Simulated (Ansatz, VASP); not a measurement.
## Pb: VASP beside Ansatz

```
Pb
1.0
     3.43297    0.00000    0.00000
    -1.71648    2.97304    0.00000
     0.00000    0.00000    5.51445
Pb
2
Cartesian
  1.7165 0.9910 4.1358
  0.0000 1.9820 1.3786
```

Change from the starting cell: volume scaled by 0.96.

Alike in both runs: task single point; functional LDA; k mesh 9 × 9 × 5; occupations fermi-dirac, width 0.05 eV; no spin polarisation.

|  | VASP | Ansatz |
| --- | --- | --- |
| version | VASP 6.6.1 | Ansatz 0.2.0 |
| potentials or method | VASP PAW LDA potentials, release 64 (Pb_d), cutoff 520 eV | all-electron LAPW, scalar-relativistic |

|  | VASP | Ansatz | Ansatz less VASP |
| --- | --- | --- | --- |
| gap on the k mesh at the Fermi level (eV) | none | none | - |
| pressure (GPa) | 1.7 | 1.6 | -0.07 |
| traceless stress, the component that is largest in VASP (GPa) | 3.02 | 2.97 | -0.049 |

LDA's correlation is that of Perdew and Zunger in VASP and of Perdew and Wang (1992) in Ansatz. A gap of «none» marks a metal or a gap that the smearing closes. Ansatz ran all-electron here, and VASP with PAW potentials.

Spin-orbit coupling is off throughout.
